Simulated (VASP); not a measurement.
A run of VASP 6.6.1:

Contents of INCAR:

```
PREC     = Accurate       # precision mode
ENCUT    = 520            # plane-wave cutoff, eV
EDIFF    = 1E-6           # SCF threshold, eV
ISMEAR   = -1             # smearing method
SIGMA    = 0.05           # smearing width, eV
LREAL    = Auto         
LASPH    = True           # aspherical terms in the spheres
NELM     = 60             # most SCF steps
ALGO     = Normal         # electronic algorithm
ISIF     = 2              # what is computed and relaxed
LWAVE    = False          # write WAVECAR
LCHARG   = False          # write CHGCAR
GGA      = PE             # functional
IVDW     = 12             # dispersion correction
NBANDS   = 67             # bands
```

The input KPOINTS:

```
Automatic mesh
0
Gamma
  1 1 1
```

POSCAR

```
H2CF4
1.0
    6.8873110000      0.0000000000      0.0000000000
    0.0000000000      6.8873110000      0.0000000000
    0.0000000000      0.0000000000      6.8873110000
H C F
6 3 12
Direct
    0.2282313083      0.4787354600      0.5912467144
    0.2181838456      0.3744422170      0.5518118755
    0.8845687381      0.3117181727      0.0171910344
    0.8511013950      0.4082870659     -0.0151002329
    0.6726718163      0.4060510699      0.5785567110
    0.7058342508      0.3458824496      0.6622468479
    0.0911821755      0.9361563606      0.4585388986
    0.6219408416      0.8910879732     -0.0445747259
    0.3582094667      0.4044394104      0.1096509218
    0.2704684020      0.9251506139      0.5164424839
    0.0168570869      1.1019975721      0.5024892879
    0.0758205924      0.9105004842      0.2682033670
   -0.0238264251      0.7912522028      0.5420693214
    0.6429650120      0.9473653796      0.1407515938
    0.4409413195      0.8358414481     -0.0692142405
    0.6682433826      1.0322170728     -0.1703712813
    0.7402453585      0.7474760469     -0.0927067182
    0.5251105983      0.4631125268      0.2001216440
    0.2192582853      0.5291615262      0.1296442109
    0.3984283561      0.3827037867     -0.0762852149
    0.3074349336      0.2275924523      0.1834387906
```

Potentials or basis: VASP PAW PBE potentials, release 64 (H, C, F).

Run with:

```console
$ cat potpaw_PBE.64/H/POTCAR potpaw_PBE.64/C/POTCAR potpaw_PBE.64/F/POTCAR > POTCAR
$ mpirun -np 1 vasp_gam > vasp.out
```

Hardware: 1 thread of Intel(R) Xeon(R) Platinum 8488C (Sapphire Rapids) (shared host).

Q: Estimate the wall time of this run.

A: Wall time 38 s on 1 thread of Intel(R) Xeon(R) Platinum 8488C (Sapphire Rapids), on a shared host, peak memory 0.34 GiB. Counts: scf iterations 15, k points 1.
